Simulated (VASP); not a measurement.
# InSb (zincblende type) (I-4m2) in VASP: a series of runs

InSb (zincblende type) is run at these levels: PBE; tasks: electric field gradients.

Everything below comes from runs of VASP 6.6.1. Logs are shortened: lines on timing, memory, paths and dates and some standing lists are left out, and cuts for length are marked.

### 1 The cell of the first run

The structure is tetragonal, space group I-4m2 (No. 119). Conventional cell: a = 4.625 Å, b = 4.625 Å, c = 6.837 Å, α = 90.00°, β = 90.00°, γ = 90.00°. Within 3.8 Å of In (site symmetry -4m2) lie 4 Sb at 2.88 Å. Sb (site symmetry -4m2) has 4 In at 2.88 Å within 3.8 Å.

### 2 Electric field gradients, PBE (z stretched by +3 % at fixed volume)

INCAR reads:

```
SYSTEM = InSb
PREC = Accurate ; ENCUT = 520
EDIFF = 1E-8 ; ISMEAR = -1
SIGMA = 0.05 ; LREAL = .FALSE.
LASPH = .TRUE. ; NELM = 60
ALGO = Normal ; ISIF = 2
LWAVE = .FALSE. ; LCHARG = .FALSE.
GGA = PE ; LEFG = .TRUE.
NBANDS = 16
```

KPOINTS reads:

```
regular mesh
0
G
  9 9 9
  0 0 0
```

POSCAR reads:

```
InSb
1.0
    0.0000000000      3.2700635347      3.4183145830
    3.2700635347      0.0000000000      3.4183145830
    3.2700635347      3.2700635347      0.0000000000
In Sb
1 1
Direct
    0.0000000000      0.0000000000      0.0000000000
    0.2500000000      0.2500000000      0.2500000000
```

Potentials or basis: VASP PAW PBE potentials, release 64 (In_d, Sb).

Launch:

```console
$ cat potpaw_PBE.64/In_d/POTCAR potpaw_PBE.64/Sb/POTCAR > POTCAR
$ mpirun -np 1 vasp_std > vasp.out
```

OUTCAR:

```text
SYSTEM = InSb
   PREC = Accurate
   ENCUT = 520
   EDIFF = 1E-8
   ISMEAR = -1
   LREAL = .FALSE.
   LASPH = .TRUE.
   NELM = 60
   ISIF = 2
   GGA = PE

 ion  position               nearest neighbor table
   1  0.000  0.000  0.000-   2 2.88   2 2.88   2 2.88   2 2.88
   2  0.250  0.250  0.250-   1 2.88   1 2.88   1 2.88   1 2.88

  LATTYP: Found a body centered tetragonal cell.
 ALAT       =     4.6245682006
 C/A-ratio  =     1.4783281097

  Lattice vectors:

 A1 = (  -3.2700635347,   0.0000000000,   3.4183145830)
 A2 = (   3.2700635347,   0.0000000000,   3.4183145830)
 A3 = (   0.0000000000,   3.2700635347,  -3.4183145830)

Analysis of symmetry for initial positions (statically):
=====================================================================
 Subroutine PRICEL returns:
 Original cell was already a primitive cell.

 Routine SETGRP: Setting up the symmetry group for a
 body centered tetragonal supercell.

 Subroutine GETGRP returns: Found  8 space group operations
 (whereof  8 operations were pure point group operations)
 out of a pool of 16 trial point group operations.

The static configuration has the point symmetry D_2d.

Analysis of symmetry for dynamics (positions and initial velocities):
=====================================================================
 Subroutine PRICEL returns:
 Original cell was already a primitive cell.

 Routine SETGRP: Setting up the symmetry group for a
 body centered tetragonal supercell.

 Subroutine GETGRP returns: Found  8 space group operations
 (whereof  8 operations were pure point group operations)
 out of a pool of 16 trial point group operations.

The dynamic configuration has the point symmetry D_2d.

 Subroutine INISYM returns: Found  8 space group operations
 (whereof  8 operations are pure point group operations),
 and found     1 'primitive' translations

----------------------------------------------------------------------------------------

                                     Primitive cell

  volume of cell :      73.1062

  direct lattice vectors                    reciprocal lattice vectors
     0.000000000  3.270063535  3.418314583    -0.152902228  0.152902228  0.146270914
     3.270063535  0.000000000  3.418314583     0.152902228 -0.152902228  0.146270914
     3.270063535  3.270063535  0.000000000     0.152902228  0.152902228 -0.146270914

  length of vectors
     4.730559175  4.730559175  4.624568201     0.261061991  0.261061991  0.261061991

  position of ions in fractional coordinates (direct lattice)
     0.000000000  0.000000000  0.000000000
     0.250000000  0.250000000  0.250000000

  ion indices of the primitive-cell ions
   primitive index   ion index
                 1           1
                 2           2

----------------------------------------------------------------------------------------

 KPOINTS: regular mesh

Automatic generation of k-mesh.
 Grid dimensions read from file:
 generate k-points for:    9    9    9

 Generating k-lattice:

  Cartesian coordinates                     Fractional coordinates (reciprocal lattice)
    -0.016989136  0.016989136  0.016252324     0.111111111  0.000000000  0.000000000
     0.016989136 -0.016989136  0.016252324     0.000000000  0.111111111  0.000000000
     0.016989136  0.016989136 -0.016252324     0.000000000  0.000000000  0.111111111

  Length of vectors
     0.029006888  0.029006888  0.029006888

  Shift w.r.t. Gamma in fractional coordinates (k-lattice)
     0.000000000  0.000000000  0.000000000

 Subroutine IBZKPT returns following result:
 ===========================================

 Found     75 irreducible k-points:

 Following reciprocal coordinates:
            Coordinates               Weight
  0.000000  0.000000  0.000000      1.000000
  0.111111 -0.000000  0.000000      8.000000
  0.222222 -0.000000  0.000000      8.000000
  0.333333  0.000000  0.000000      8.000000
  0.444444 -0.000000  0.000000      8.000000
  0.111111  0.111111  0.000000      2.000000
[... 16 lines left out ...]
 -0.333333  0.333333  0.000000      4.000000
  0.444444  0.444444  0.000000      2.000000
 [... further k-points ...]
   k-points           NKPTS =     75   k-points in BZ     NKDIM =     75   number of bands    NBANDS=     16
   number of dos      NEDOS =    301   number of ions     NIONS =      2
   total plane-waves  NPLWV =  46656
   dimension x,y,z NGX =    36 NGY =   36 NGZ =   36
   dimension x,y,z NGXF=    72 NGYF=   72 NGZF=   72
   ions per type =               1   1
   NGX,Y,Z   is equivalent  to a cutoff of  12.65, 12.65, 12.94 a.u.
   NGXF,Y,Z  is equivalent  to a cutoff of  25.30, 25.30, 25.88 a.u.
 SYSTEM =  InSb
   PREC   = accura    normal or accurate (medium, high low for compatibility)
   ISTART =      0    job   : 0-new  1-cont  2-samecut
   ICHARG =      2    charge: 1-file 2-atom 10-const
   ISPIN  =      1    spin polarized calculation?
   LNONCOLLINEAR =      F non collinear calculations
   LSORBIT =      F    spin-orbit coupling
   LASPH  =      T    aspherical Exc in radial PAW
   ENCUT  =  520.0 eV  38.22 Ry    6.18 a.u.   8.80  8.80  8.60*2*pi/ulx,y,z
   NELM   =     60;   NELMIN=  2; NELMDL= -5     # of ELM steps
   EDIFF  = 0.1E-07   stopping-criterion for ELM
   LREAL  =      F    real-space projection
   EDIFFG = 0.1E-06   stopping-criterion for IOM
   NSW    =      0    number of steps for IOM
   IBRION =     -1    ionic relax: 0-MD 1-quasi-New 2-CG
   NFREE  =      0    steps in history (QN), initial steepest desc. (CG)
   ISIF   =      2    stress and relaxation
   ISYM   =      2    0-nonsym 1-usesym 2-fastsym
   POTIM  = 0.5000    time-step for ionic-motion
   TEBEG  =    0.0;   TEEND  =   0.0 temperature during run
   PSTRESS=    0.0 pullay stress
   NELECT =      18.0000    total number of electrons
   NUPDOWN=      -1.0000    fix difference up-down
   EMIN   =  10.00;   EMAX   =-10.00  energy-range for DOS
   EFERMI =   0.00;   METHOD = LEGACY
   ISMEAR =    -1;   SIGMA  =   0.05  broadening in eV -4-tet -1-fermi 0-gaus
   EFERMI_NEDOS =   21; number of points for ismear=-14 and -15
   IALGO  =     38    algorithm
   IMIX   =      4    mixing-type and parameters
     AMIX     =   0.40;   BMIX     =  1.00
     AMIX_MAG =   1.60;   BMIX_MAG =  1.00
  volume/ion in A,a.u.               =      36.55       246.67
  Fermi-wavevector in a.u.,A,eV,Ry     =   1.026079  1.939008 14.324736  1.052838
  Thomas-Fermi vector in A             =   2.159953
   LORBIT       =      0    0 simple, 1 ext, 2 COOP (PROOUT), +10 PAW based schemes
   GGA     = PE    functional components
   LHFCALC =     F    Hartree Fock is set to
   AEXX    =    0.0000 exact exchange contribution
   IVDW    =     0    specifies the selected vdW correction
   LEPSILON=     F    determine dielectric tensor
   LRPA    =     F    only Hartree local field effects (RPA)
 non-spin polarized calculation
  energy-cutoff  :      520.00
  volume of cell :       73.11
 maximum number of plane-waves:      1992
   NGX = 17   NGY = 17   NGZ = 17

 number of electron      18.0000004 magnetization

 Free energy of the ion-electron system (eV)
  ---------------------------------------------------
  ext. energy  EPLUGINS =         0.00000000
  ---------------------------------------------------
  free energy    TOTEN  =        -6.94301637 eV

  energy without entropy =       -6.94258787  energy(sigma->0) =       -6.94280212

 E-fermi :   4.4775     XC(G=0):  -8.3802

 val. band max:        4.4420256980   @ k =   0.0000   0.0000   0.0000
 cond. band min:       4.7857171342   @ k =   0.4444  -0.0000   0.0000
 fundamental gap:      0.3436914362
 Fermi energy:         4.4775442895

 k-point     1 :       0.0000    0.0000    0.0000
  band No.  band energies     occupation
      1     -10.1049      2.00000
      2     -10.0952      2.00000
      3     -10.0952      2.00000
      4     -10.0362      2.00000
      5     -10.0286      2.00000
      6      -5.9069      2.00000
[... 8 lines left out ...]
     15      12.1517      0.00000
     16      12.6985      0.00000
[... 419 lines left out ...]
 k-point    24 :       0.4444    0.4444    0.0000
  band No.  band energies     occupation
      1     -10.1581      2.00000
      2     -10.0644      2.00000
      3     -10.0644      2.00000
      4     -10.0393      2.00000
      5     -10.0307      2.00000
      6      -4.3560      2.00000
[... 8 lines left out ...]
     15      14.4119      0.00000
     16      14.5232      0.00000

 [... further k-points ...]

------------------------ aborting loop because EDIFF is reached ----------------------------------------

  FORCE on cell =-STRESS in cart. coord.  units (eV):
  Direction    XX          YY          ZZ          XY          YZ          ZX
  --------------------------------------------------------------------------------------
  -------------------------------------------------------------------------------------
  Total        0.1579721      0.1579721     -0.4191429      0.0000000     -0.0000000      0.0000000
  in kB        3.4620760      3.4620760     -9.1858273      0.0000000     -0.0000000      0.0000000
  external PRESSURE =      -0.7538918 kB  Pullay stress =       0.0000000 kB

 VOLUME and BASIS-vectors are now :
 -----------------------------------------------------------------------------
  energy-cutoff  :      520.00
  volume of cell :       73.11
      direct lattice vectors                 reciprocal lattice vectors
     0.000000000  3.270063535  3.418314583    -0.152902228  0.152902228  0.146270914
     3.270063535  0.000000000  3.418314583     0.152902228 -0.152902228  0.146270914
     3.270063535  3.270063535  0.000000000     0.152902228  0.152902228 -0.146270914

 POSITION                                       TOTAL-FORCE (eV/Angst)
 -----------------------------------------------------------------------------------
      0.00000      0.00000      0.00000        -0.000000     -0.000000     -0.000000
      1.63503      1.63503      1.70916         0.000000      0.000000      0.000000
 -----------------------------------------------------------------------------------
    total drift:                               -0.000000     -0.000000      0.000000

  FREE ENERGIE OF THE ION-ELECTRON SYSTEM (eV)
  ---------------------------------------------------
  free  energy   TOTEN  =        -6.9430163746 eV

  energy  without entropy=       -6.9425878658  energy(sigma->0) =       -6.94280212

 Electric field gradients (V/A^2)
---------------------------------------------------------------------
 ion       V_xx      V_yy      V_zz      V_xy      V_xz      V_yz
---------------------------------------------------------------------
   1       5.838     5.838   -11.675     0.003     0.001     0.001
   2      -5.770    -5.770    11.539     0.000     0.000     0.000
---------------------------------------------------------------------

 Electric field gradients after diagonalization (V/A^2)
 (convention: |V_zz| > |V_xx| > |V_yy|)
----------------------------------------------------------------------
 ion       V_xx      V_yy      V_zz     asymmetry (V_yy - V_xx)/ V_zz
----------------------------------------------------------------------
   1       5.841     5.834   -11.675       0.001
   2      -5.770    -5.769    11.539       0.000
----------------------------------------------------------------------

           NMR quadrupolar parameters

 Cq : quadrupolar parameter    Cq=e*Q*V_zz/h
 eta: asymmetry parameters     (V_yy - V_xx)/ V_zz
 Q  : nuclear electric quadrupole moment in mb (millibarn)
----------------------------------------------------------------------
 ion       Cq(MHz)       eta       Q (mb)
----------------------------------------------------------------------
   1      -0.028       0.001       1.000
   2       0.028       0.000       1.000
----------------------------------------------------------------------
```

Run time: 2 min. Hardware: 1 thread of Intel Xeon 8259CL, shared host; peak memory 0.27 GiB.

Results:

```
Free energy                             : -6.9430 eV
Pressure                                : -0.1 GPa
Band gap on the k mesh                  : zero (filled and empty bands touch)
Largest electric field gradient by atom : In -11.7; Sb +11.5 V/Å²
```

Levels at points of the mesh, in eV from the Fermi level:
| k point | band 6 | band 7 | band 8 | band 9 | band 10 | band 11 | band 12 | band 13 |
| --- | --- | --- | --- | --- | --- | --- | --- | --- |
| (0.00, 0.00, 0.00) | -10.38 | -0.72 | -0.26 | -0.04 | -0.04 | 2.83 | 2.83 | 2.93 |

Electric field gradients, principal values (V/Å²):
```tsv
atom	least	middle	greatest (by size)
1 In	5.834	5.841	-11.675
2 Sb	-5.769	-5.770	11.539
```

Caveat: semilocal functionals underestimate gaps, so a narrow gap can read as zero; without QUAD_EFG the Cq values of the log hold for a quadrupole moment of 1 mb, not for the nuclei; spin-orbit coupling is left out, which moves the levels of the heavy elements.

### 3 Electric field gradients, PBE

INCAR reads:

```
ALGO = Normal
EDIFF = 1E-8
ENCUT = 520
GGA = PE
ISIF = 2
ISMEAR = -1
LASPH = T
LCHARG = F
LEFG = T
LREAL = F
LWAVE = F
NBANDS = 16
NELM = 100
PREC = Accurate
SIGMA = 0.05
```

KPOINTS reads:

```
k-points
0
Gamma
  9 9 9
```

POSCAR is that of step 2.

Potentials or basis: VASP PAW PBE potentials, release 64 (In_d, Sb).

Launch:

```console
$ cat potpaw_PBE.64/In_d/POTCAR potpaw_PBE.64/Sb/POTCAR > POTCAR
$ mpirun -np 1 vasp_std > vasp.out
```

OUTCAR:

```text
EDIFF = 1E-8
   ENCUT = 520
   GGA = PE
   ISIF = 2
   ISMEAR = -1
   LASPH = T
   LREAL = F
   NELM = 100
   PREC = Accurate

 ion  position               nearest neighbor table
   1  0.000  0.000  0.000-   2 2.88   2 2.88   2 2.88   2 2.88
   2  0.250  0.250  0.250-   1 2.88   1 2.88   1 2.88   1 2.88

  LATTYP: Found a body centered tetragonal cell.
 ALAT       =     4.6245682006
 C/A-ratio  =     1.4783281097

  Lattice vectors:

 A1 = (  -3.2700635347,   0.0000000000,   3.4183145830)
 A2 = (   3.2700635347,   0.0000000000,   3.4183145830)
 A3 = (   0.0000000000,   3.2700635347,  -3.4183145830)

Analysis of symmetry for initial positions (statically):
=====================================================================
 Subroutine PRICEL returns:
 Original cell was already a primitive cell.

 Routine SETGRP: Setting up the symmetry group for a
[... 644 lines left out ...]
  energy-cutoff  :      520.00
  volume of cell :       73.11
      direct lattice vectors                 reciprocal lattice vectors
     0.000000000  3.270063535  3.418314583    -0.152902228  0.152902228  0.146270914
     3.270063535  0.000000000  3.418314583     0.152902228 -0.152902228  0.146270914
     3.270063535  3.270063535  0.000000000     0.152902228  0.152902228 -0.146270914

 POSITION                                       TOTAL-FORCE (eV/Angst)
 -----------------------------------------------------------------------------------
      0.00000      0.00000      0.00000        -0.000000     -0.000000     -0.000000
      1.63503      1.63503      1.70916         0.000000      0.000000      0.000000
 -----------------------------------------------------------------------------------
    total drift:                               -0.000000     -0.000000      0.000000

  FREE ENERGIE OF THE ION-ELECTRON SYSTEM (eV)
  ---------------------------------------------------
  free  energy   TOTEN  =        -6.9430163746 eV

  energy  without entropy=       -6.9425878658  energy(sigma->0) =       -6.94280212

 Electric field gradients (V/A^2)
---------------------------------------------------------------------
 ion       V_xx      V_yy      V_zz      V_xy      V_xz      V_yz
---------------------------------------------------------------------
   1       5.838     5.838   -11.675     0.003     0.001     0.001
   2      -5.770    -5.770    11.539     0.000     0.000     0.000
---------------------------------------------------------------------

 Electric field gradients after diagonalization (V/A^2)
 (convention: |V_zz| > |V_xx| > |V_yy|)
----------------------------------------------------------------------
 ion       V_xx      V_yy      V_zz     asymmetry (V_yy - V_xx)/ V_zz
----------------------------------------------------------------------
   1       5.841     5.834   -11.675       0.001
   2      -5.770    -5.769    11.539       0.000
----------------------------------------------------------------------

           NMR quadrupolar parameters

 Cq : quadrupolar parameter    Cq=e*Q*V_zz/h
 eta: asymmetry parameters     (V_yy - V_xx)/ V_zz
 Q  : nuclear electric quadrupole moment in mb (millibarn)
----------------------------------------------------------------------
 ion       Cq(MHz)       eta       Q (mb)
----------------------------------------------------------------------
   1      -0.028       0.001       1.000
   2       0.028       0.000       1.000
----------------------------------------------------------------------
```

OSZICAR:

```text
N       E                     dE             d eps       ncg     rms          rms(c)
DAV:   1     0.111404856631E+03    0.11140E+03   -0.78880E+03  2400   0.110E+03
DAV:   2     0.288072681343E+00   -0.11112E+03   -0.10736E+03  2672   0.276E+02
DAV:   3    -0.683162316452E+01   -0.71197E+01   -0.70916E+01  3120   0.725E+01
DAV:   4    -0.702974564477E+01   -0.19812E+00   -0.19809E+00  2976   0.139E+01
DAV:   5    -0.704044916688E+01   -0.10704E-01   -0.10703E-01  3744   0.265E+00    0.370E+00
DAV:   6    -0.695113374005E+01    0.89315E-01   -0.15101E-01  3536   0.557E+00    0.215E+00
DAV:   7    -0.694108237768E+01    0.10051E-01   -0.59940E-02  3168   0.217E+00    0.586E-01
DAV:   8    -0.694226724454E+01   -0.11849E-02   -0.69891E-03  3256   0.914E-01    0.211E-01
DAV:   9    -0.694289816714E+01   -0.63092E-03   -0.83705E-04  3072   0.242E-01    0.713E-02
DAV:  10    -0.694296890341E+01   -0.70736E-04   -0.55927E-05  3192   0.519E-02    0.312E-02
DAV:  11    -0.694301471203E+01   -0.45809E-04   -0.82831E-05  2832   0.577E-02    0.214E-02
DAV:  12    -0.694301578896E+01   -0.10769E-05   -0.13277E-06  3080   0.806E-03    0.702E-03
DAV:  13    -0.694301659595E+01   -0.80698E-06   -0.15833E-06  2904   0.840E-03    0.440E-03
DAV:  14    -0.694301629774E+01    0.29821E-06   -0.88435E-08  3576   0.165E-03    0.129E-03
DAV:  15    -0.694301631028E+01   -0.12547E-07   -0.14088E-08  2776   0.669E-04    0.365E-04
DAV:  16    -0.694301637920E+01   -0.68915E-07   -0.16387E-09  2328   0.266E-04    0.549E-05
DAV:  17    -0.694301637463E+01    0.45709E-08   -0.17383E-10  1640   0.113E-04
   1 F= -.69430164E+01 E0= -.69428021E+01  d E =-.428509E-03
```

stdout:

```text
POSCAR found type information on POSCAR InSb
 POSCAR found :  2 types and       2 ions
 scaLAPACK will be used
 LDA part: xc-table for (Slater+PW92), standard interpolation
 POSCAR, INCAR and KPOINTS ok, starting setup
 FFT: planning ... GRIDC
 FFT: planning ... GRID_SOFT
 FFT: planning ... GRID
 WAVECAR not read
 entering main loop
ion   1

ion   2
```

It took 1.9 min on 1 thread of Intel Xeon 8259CL, shared host; peak memory 0.27 GiB.

Results:

```
Free energy                             : -6.9430 eV
Pressure                                : -0.1 GPa
Band gap on the k mesh                  : zero (filled and empty bands touch)
Largest electric field gradient by atom : In -11.7; Sb +11.5 V/Å²
```

Electric field gradients, principal values (V/Å²):
```
atom   least  middle  greatest (by size)
1 In   5.834   5.841             -11.675
2 Sb  -5.769  -5.770              11.539
```

Caveat: semilocal functionals underestimate gaps, so a narrow gap can read as zero; without QUAD_EFG the Cq values of the log hold for a quadrupole moment of 1 mb, not for the nuclei; spin-orbit coupling is left out, which moves the levels of the heavy elements.
